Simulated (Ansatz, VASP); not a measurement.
**One calculation of TiC, two programs**

INCAR

```
SYSTEM = TiC
  PREC = Accurate
  ENCUT = 520
  EDIFF = 1E-8
  ISMEAR = -1
  SIGMA = 0.03
  LREAL = .False.
  LASPH = .True.
  NELM = 60
  ALGO = Normal
  ISIF = 2
  LWAVE = .False.
  LCHARG = .False.
  GGA = PS
  LEFG = .True.
  NBANDS = 15
```

The input KPOINTS:

```
regular mesh
0
Gamma
  14 14 14
  0 0 0
```

Contents of POSCAR:

```
TiC
1.0
    0.0000000000      2.1711894216      2.1711894216
    2.1711894216      0.0000000000      2.1711894216
    2.1711894216      2.1711894216      0.0000000000
Ti C
1 1
Direct
    0.0000000000      0.0000000000      0.0000000000
    0.5000000000      0.5000000000      0.5000000000
```

Input for Ansatz:

```yaml
crystal:
  lattice:
    - [0.0, 2.1711894216, 2.1711894216]
    - [2.1711894216, 0.0, 2.1711894216]
    - [2.1711894216, 2.1711894216, 0.0]
  atoms:
    - { symbol: Ti, position: [0.0, 0.0, 0.0] }
    - { symbol: C, position: [0.5, 0.5, 0.5] }
kpoints:
  mp_grid: { grid: [14, 14, 14] }
scf:
  occupations: { method: fermi_dirac, width: 0.03 }
hamiltonian:
  xc: pbesol
  pseudopotentials: { kind: paw }
output:
  forces: true
  stress: true
  eigenvalues: true
  efg: { contact_densities: true }
```

Change from the starting cell: volume scaled by 1.01, PAW files.

Alike in both runs: task electric field gradients; functional PBEsol; k mesh 14 × 14 × 14; occupations fermi-dirac, width 0.03 eV; no spin polarisation.

|  | VASP | Ansatz |
| --- | --- | --- |
| version | VASP 6.6.1 | Ansatz 0.2.0 |
| potentials or method | VASP PAW PBE potentials, release 64 (Ti_sv, C) | PAW with Ansatz's default frozen-core files, scalar-relativistic |
| plane-wave cutoff (eV) | 520 | 420 |
| valence electrons in the cell | 16 | 16 |

Ansatz gave:

| Item | Value |
| --- | --- |
| pressure (GPa) | -8.5 |

Question: Which values does VASP return?

Answer: Pressure (GPa): -8.2.

VASP's potentials were made for PBE, not for PBEsol.
